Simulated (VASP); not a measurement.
# Dy3Hf (P6_3/mmc) in VASP: relaxation of cell and atoms with PBE

Aim: the relaxation of cell and atoms of Dy3Hf with PBE.

Program: VASP 6.6.1. These are calculated values, not measurements. Logs are shortened: lines on timing, memory, paths and dates and some standing lists are left out, and cuts for length are marked.

## 1. The cell of the first run

The structure is hexagonal, space group P6_3/mmc (No. 194). The conventional cell has a = 7.008 Å, b = 7.008 Å, c = 5.396 Å, α = 90.00°, β = 90.00°, γ = 120.00°. Dy (site symmetry mm2) has 4 Hf at 3.31 to 3.51 Å and 8 Dy at 3.33 to 3.68 Å within 4.4 Å. Hf (site symmetry -6m2) has 12 Dy at 3.31 to 3.51 Å within 4.4 Å.

The cell was generated, and may not be a known phase.

## 2. Relaxation of cell and atoms, PBE

File INCAR:

```
PREC = Accurate
ENCUT = 500
EDIFF = 1E-7
ISMEAR = 0
SIGMA = 0.1
LREAL = F
LASPH = T
NELM = 200
ALGO = Normal
ISIF = 3
LWAVE = F
LCHARG = F
GGA = PE
IBRION = 2
NSW = 100
EDIFFG = -0.01
GGA_COMPAT = F
NELMIN = 4
LMAXMIX = 6
```

File KPOINTS:

```
regular mesh
0
Gamma
  6 6 8
```

File POSCAR:

```
Dy3Hf
1.0
    7.0077246981      0.0000000000      0.0000000000
   -3.5038623491      6.0688676113      0.0000000000
    0.0000000000      0.0000000000      5.3963822694
Dy Hf
6 2
Direct
    0.8248884504      0.6497769007      0.2500000000
    0.1751115496      0.8248884504      0.7500000000
    0.3502230993      0.1751115496      0.2500000000
    0.1751115496      0.3502230993      0.7500000000
    0.8248884504      0.1751115496      0.2500000000
    0.6497769007      0.8248884504      0.7500000000
    0.3333333333      0.6666666667      0.2500000000
    0.6666666667      0.3333333333      0.7500000000
```

Potentials or basis: VASP PAW PBE potentials, release 64 (Dy_3, Hf_pv), 4f in core.

Command:

```
$ cat potpaw_PBE.64/Dy_3/POTCAR potpaw_PBE.64/Hf_pv/POTCAR > POTCAR
$ mpirun -np 1 vasp_std > vasp.out
```

OUTCAR:

```text
PREC = Accurate
   ENCUT = 500
   EDIFF = 1E-7
   ISMEAR = 0
   LREAL = F
   LASPH = T
   NELM = 200
   ISIF = 3
   GGA = PE
   IBRION = 2
   NSW = 100
   EDIFFG = -0.01
   NELMIN = 4

 ion  position               nearest neighbor table
   1  0.825  0.650  0.250-   8 3.31   8 3.31   3 3.33   5 3.33   2 3.43   2 3.43   6 3.43   6 3.43
                             7 3.51   7 3.51   3 3.68   5 3.68
   2  0.175  0.825  0.750-   7 3.31   7 3.31   6 3.33   4 3.33   1 3.43   1 3.43   3 3.43   3 3.43
                             8 3.51   8 3.51   6 3.68   4 3.68
   3  0.350  0.175  0.250-   8 3.31   8 3.31   1 3.33   5 3.33   2 3.43   2 3.43   4 3.43   4 3.43
                             7 3.51   7 3.51   1 3.68   5 3.68
   4  0.175  0.350  0.750-   7 3.31   7 3.31   6 3.33   2 3.33   5 3.43   5 3.43   3 3.43   3 3.43
                             8 3.51   8 3.51   6 3.68   2 3.68
   5  0.825  0.175  0.250-   8 3.31   8 3.31   3 3.33   1 3.33   4 3.43   4 3.43   6 3.43   6 3.43
                             7 3.51   7 3.51   3 3.68   1 3.68
   6  0.650  0.825  0.750-   7 3.31   7 3.31   4 3.33   2 3.33   5 3.43   5 3.43   1 3.43   1 3.43
                             8 3.51   8 3.51   4 3.68   2 3.68
   7  0.333  0.667  0.250-   6 3.31   6 3.31   4 3.31   4 3.31   2 3.31   2 3.31   1 3.51   3 3.51
                             5 3.51   5 3.51   1 3.51   3 3.51
   8  0.667  0.333  0.750-   3 3.31   3 3.31   1 3.31   1 3.31   5 3.31   5 3.31   4 3.51   6 3.51
                             2 3.51   2 3.51   4 3.51   6 3.51

  LATTYP: Found a hexagonal cell.
 ALAT       =     7.0077246981
 C/A-ratio  =     0.7700619676

  Lattice vectors:

 A1 = (   7.0077246981,   0.0000000000,   0.0000000000)
 A2 = (  -3.5038623491,   6.0688676113,   0.0000000000)
 A3 = (   0.0000000000,   0.0000000000,   5.3963822694)

Analysis of symmetry for initial positions (statically):
=====================================================================
 Subroutine PRICEL returns:
 Original cell was already a primitive cell.

 Routine SETGRP: Setting up the symmetry group for a
 hexagonal supercell.

 Subroutine GETGRP returns: Found 24 space group operations
 (whereof 12 operations were pure point group operations)
 out of a pool of 24 trial point group operations.

The static configuration has the point symmetry D_3d.
 The point group associated with its full space group is D_6h.

Analysis of symmetry for dynamics (positions and initial velocities):
=====================================================================
 Subroutine PRICEL returns:
 Original cell was already a primitive cell.

 Routine SETGRP: Setting up the symmetry group for a
 hexagonal supercell.

 Subroutine GETGRP returns: Found 24 space group operations
 (whereof 12 operations were pure point group operations)
 out of a pool of 24 trial point group operations.

The dynamic configuration has the point symmetry D_3d.
 The point group associated with its full space group is D_6h.

 Subroutine INISYM returns: Found 24 space group operations
 (whereof 12 operations are pure point group operations),
 and found     1 'primitive' translations

----------------------------------------------------------------------------------------

                                     Primitive cell

  volume of cell :     229.5025

  direct lattice vectors                    reciprocal lattice vectors
     7.007724698  0.000000000  0.000000000     0.142699670  0.082387693  0.000000000
    -3.503862349  6.068867611  0.000000000     0.000000000  0.164775385  0.000000000
     0.000000000  0.000000000  5.396382269     0.000000000  0.000000000  0.185309333

  length of vectors
     7.007724698  7.007724698  5.396382269     0.164775385  0.164775385  0.185309333

  position of ions in fractional coordinates (direct lattice)
     0.824888450  0.649776901  0.250000000
     0.175111550  0.824888450  0.750000000
     0.350223099  0.175111550  0.250000000
     0.175111550  0.350223099  0.750000000
     0.824888450  0.175111550  0.250000000
     0.649776901  0.824888450  0.750000000
     0.333333333  0.666666667  0.250000000
     0.666666667  0.333333333  0.750000000

  ion indices of the primitive-cell ions
   primitive index   ion index
                 1           1
                 2           2
                 3           3
                 4           4
                 5           5
                 6           6
                 7           7
                 8           8

----------------------------------------------------------------------------------------

 KPOINTS: regular mesh

Automatic generation of k-mesh.
 Grid dimensions read from file:
 generate k-points for:    6    6    8

 Generating k-lattice:

  Cartesian coordinates                     Fractional coordinates (reciprocal lattice)
     0.023783278  0.013731282  0.000000000     0.166666667 -0.000000000  0.000000000
     0.000000000  0.027462564  0.000000000     0.000000000  0.166666667  0.000000000
     0.000000000  0.000000000  0.023163667     0.000000000  0.000000000  0.125000000

  Length of vectors
     0.027462564  0.027462564  0.023163667

  Shift w.r.t. Gamma in fractional coordinates (k-lattice)
     0.000000000  0.000000000  0.000000000

 Subroutine IBZKPT returns following result:
 ===========================================

 Found     35 irreducible k-points:

 Following reciprocal coordinates:
            Coordinates               Weight
  0.000000  0.000000  0.000000      1.000000
  0.166667  0.000000  0.000000      6.000000
  0.333333 -0.000000  0.000000      6.000000
  0.500000 -0.000000  0.000000      3.000000
  0.166667  0.166667  0.000000      6.000000
  0.333333  0.166667  0.000000     12.000000
[... 16 lines left out ...]
  0.166667  0.000000  0.375000     12.000000
  0.333333 -0.000000  0.375000     12.000000
 [... further k-points ...]
   k-points           NKPTS =     35   k-points in BZ     NKDIM =     35   number of bands    NBANDS=     44
   number of dos      NEDOS =    301   number of ions     NIONS =      8
   total plane-waves  NPLWV = 116640
   dimension x,y,z NGX =    54 NGY =   54 NGZ =   40
   dimension x,y,z NGXF=   108 NGYF=  108 NGZF=   80
   ions per type =               6   2
   NGX,Y,Z   is equivalent  to a cutoff of  12.81, 12.81, 12.32 a.u.
   NGXF,Y,Z  is equivalent  to a cutoff of  25.62, 25.62, 24.65 a.u.
 SYSTEM =  unknown system
   PREC   = accura    normal or accurate (medium, high low for compatibility)
   ISTART =      0    job   : 0-new  1-cont  2-samecut
   ICHARG =      2    charge: 1-file 2-atom 10-const
   ISPIN  =      1    spin polarized calculation?
   LNONCOLLINEAR =      F non collinear calculations
   LSORBIT =      F    spin-orbit coupling
   LASPH  =      T    aspherical Exc in radial PAW
   ENCUT  =  500.0 eV  36.75 Ry    6.06 a.u.  12.78 12.78  9.84*2*pi/ulx,y,z
   NELM   =    200;   NELMIN=  4; NELMDL= -5     # of ELM steps
   EDIFF  = 0.1E-06   stopping-criterion for ELM
   LREAL  =      F    real-space projection
   EDIFFG = -.1E-01   stopping-criterion for IOM
   NSW    =    100    number of steps for IOM
   IBRION =      2    ionic relax: 0-MD 1-quasi-New 2-CG
   NFREE  =      1    steps in history (QN), initial steepest desc. (CG)
   ISIF   =      3    stress and relaxation
   ISYM   =      2    0-nonsym 1-usesym 2-fastsym
   POTIM  = 0.5000    time-step for ionic-motion
   TEBEG  =    0.0;   TEEND  =   0.0 temperature during run
   PSTRESS=    0.0 pullay stress
   NELECT =      74.0000    total number of electrons
   NUPDOWN=      -1.0000    fix difference up-down
   EMIN   =  10.00;   EMAX   =-10.00  energy-range for DOS
   EFERMI =   0.00;   METHOD = LEGACY
   ISMEAR =     0;   SIGMA  =   0.10  broadening in eV -4-tet -1-fermi 0-gaus
   EFERMI_NEDOS =   21; number of points for ismear=-14 and -15
   IALGO  =     38    algorithm
   IMIX   =      4    mixing-type and parameters
     AMIX     =   0.40;   BMIX     =  1.00
     AMIX_MAG =   1.60;   BMIX_MAG =  1.00
  volume/ion in A,a.u.               =      28.69       193.59
  Fermi-wavevector in a.u.,A,eV,Ry     =   1.122595  2.121396 17.146315  1.260219
  Thomas-Fermi vector in A             =   2.259256
   LORBIT       =      0    0 simple, 1 ext, 2 COOP (PROOUT), +10 PAW based schemes
   GGA     = PE    functional components
   LHFCALC =     F    Hartree Fock is set to
   AEXX    =    0.0000 exact exchange contribution
   IVDW    =     0    specifies the selected vdW correction
   LEPSILON=     F    determine dielectric tensor
   LRPA    =     F    only Hartree local field effects (RPA)
 conjugate gradient relaxation of ions
 non-spin polarized calculation
 Gauss-broadening in eV      SIGMA  =   0.10
  energy-cutoff  :      500.00
  volume of cell :      229.50
 maximum number of plane-waves:      5862
 NGX is ok and might be reduce to    54
   NGX = 25   NGY = 25   NGZ = 19

--------------------------------------- Ionic step        1  -------------------------------------------

 number of electron      74.0000004 magnetization

 Free energy of the ion-electron system (eV)
  ---------------------------------------------------
  ext. energy  EPLUGINS =         0.00000000
  ---------------------------------------------------
  free energy    TOTEN  =       -46.20741335 eV

  energy without entropy =      -46.13343694  energy(sigma->0) =      -46.17042514

------------------------ aborting loop because EDIFF is reached ----------------------------------------

  FORCE on cell =-STRESS in cart. coord.  units (eV):
  Direction    XX          YY          ZZ          XY          YZ          ZX
  --------------------------------------------------------------------------------------
  -------------------------------------------------------------------------------------
  Total        0.8696036      0.8696036      0.9318161     -0.0000000      0.0000000      0.0000000
  in kB        6.0707803      6.0707803      6.5050909     -0.0000000      0.0000000      0.0000000
  external PRESSURE =       6.2155505 kB  Pullay stress =       0.0000000 kB
[... 195 lines left out ...]
  energy  without entropy=      -46.1418324114  energy(sigma->0) =      -46.18155305

--------------------------------------- Ionic step        6  -------------------------------------------

 number of electron      74.0000006 magnetization

 Free energy of the ion-electron system (eV)
  ---------------------------------------------------
  ext. energy  EPLUGINS =         0.00000000
  ---------------------------------------------------
  free energy    TOTEN  =       -46.22158782 eV

  energy without entropy =      -46.14199256  energy(sigma->0) =      -46.18179019

 E-fermi :   3.4264     XC(G=0): -10.1920

 val. band max:        3.4229332016   @ k =   0.1667   0.0000   0.3750
 cond. band min:       3.4309413040   @ k =   0.1667   0.1667   0.1250
 fundamental gap:      0.0080081024
 Fermi energy:         3.4263977177

 k-point     1 :       0.0000    0.0000    0.0000
  band No.  band energies     occupation
      1     -27.4809      2.00000
      2     -27.4809      2.00000
      3     -27.4771      2.00000
      4     -27.4771      2.00000
      5     -27.4337      2.00000
      6     -27.4301      2.00000
[... 1117 lines left out ...]
     43       4.3717      0.00000
     44       4.4901      0.00000

 [... further k-points ...]

------------------------ aborting loop because EDIFF is reached ----------------------------------------

  FORCE on cell =-STRESS in cart. coord.  units (eV):
  Direction    XX          YY          ZZ          XY          YZ          ZX
  --------------------------------------------------------------------------------------
  -------------------------------------------------------------------------------------
  Total       -0.0585677     -0.0585677      0.0158869      0.0000000     -0.0000000     -0.0000000
  in kB       -0.4051153     -0.4051153      0.1098903      0.0000000     -0.0000000     -0.0000000
  external PRESSURE =      -0.2334468 kB  Pullay stress =       0.0000000 kB
[... 23 lines left out ...]
  FREE ENERGIE OF THE ION-ELECTRON SYSTEM (eV)
  ---------------------------------------------------
  free  energy   TOTEN  =       -46.2215878215 eV

  energy  without entropy=      -46.1419925602  energy(sigma->0) =      -46.18179019

 reached required accuracy - stopping structural energy minimisation
```

Run time: 37 min. Hardware: 1 thread of Intel Xeon Platinum 8259CL at 2.50GHz (Skylake/Cascade Lake), shared host; peak memory 0.52 GiB.

Results:

| Property | Result |
| --- | --- |
| Free energy | -46.2216 eV |
| Relaxed volume | 28.95 Å³/atom |
| Relaxed cell | a = 7.019 Å, b = 7.019 Å, c = 5.429 Å, α = 90.00°, β = 90.00°, γ = 120.00° |
| Space group after relaxing (to 0.1 Å) | P6_3/mmc (No. 194) |
| Energy gained by relaxing | 1.8 meV/atom |
| Ionic steps | 6 |
| Pressure after relaxing | 0.0 GPa |
| Band gap on the k mesh | zero (bands 37 and 38 overlap by 0.56 eV) |

The path:
```
step  energy change (eV)  largest force (eV/Å)  pressure (GPa)  volume (Å³)
   1              0.0000                0.1417            0.62       229.50
   2             -0.0083                0.0795           -0.28       233.22
   3             -0.0085                0.0881           -0.15       232.67
   4             -0.0111                0.0623           -0.10       232.33
   5             -0.0139                0.0000            0.03       231.47
   6             -0.0142                0.0015           -0.02       231.63
```

Final structure:
```
CELL_PARAMETERS angstrom
7.01901 0.00000 0.00000
-3.50950 6.07864 0.00000
0.00000 0.00000 5.42885
ATOMIC_POSITIONS crystal
Dy 0.82692 0.65385 0.25000
Dy 0.17308 0.82692 0.75000
Dy 0.34615 0.17308 0.25000
Dy 0.17308 0.34615 0.75000
Dy 0.82692 0.17308 0.25000
Dy 0.65385 0.82692 0.75000
Hf 0.33333 0.66667 0.25000
Hf 0.66667 0.33333 0.75000
```

Caveat: spin-orbit coupling is left out, which moves the levels of the heavy elements; the 4f electrons are frozen in the core, so they carry no moment and show no levels. Spin polarisation is off, so any magnetic state and its effect on volume and gap are missing.
